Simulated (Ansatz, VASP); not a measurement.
## Two plane-wave programs on KBr

```xyz
2
Lattice="0.0000 3.2821 3.2821 3.2821 0.0000 3.2821 3.2821 3.2821 0.0000" Properties=species:S:1:pos:R:3 pbc="T T T"
K     0.0000    0.0000    0.0000
Br    3.2821    3.2821    3.2821
```

Alike in both runs: task single point; functional PBE; k mesh 6 × 6 × 6; no spin polarisation.

|  | VASP | Ansatz |
| --- | --- | --- |
| version | VASP 6.6.1 | Ansatz 0.2.0 |
| potentials or method | VASP PAW PBE potentials, release 64 (K_sv, Br) | plane waves, PAW |
| plane-wave cutoff (eV) | 520 | 420 |
| occupations | gaussian, width 0.01 eV | fixed |
| valence electrons in the cell | 16 | 16 |

```csv
,VASP,Ansatz,Ansatz less VASP
gap on the k mesh at the Fermi level (eV),4.48,4.48,+0.002
pressure (GPa),1.0,1.0,-0.04
```
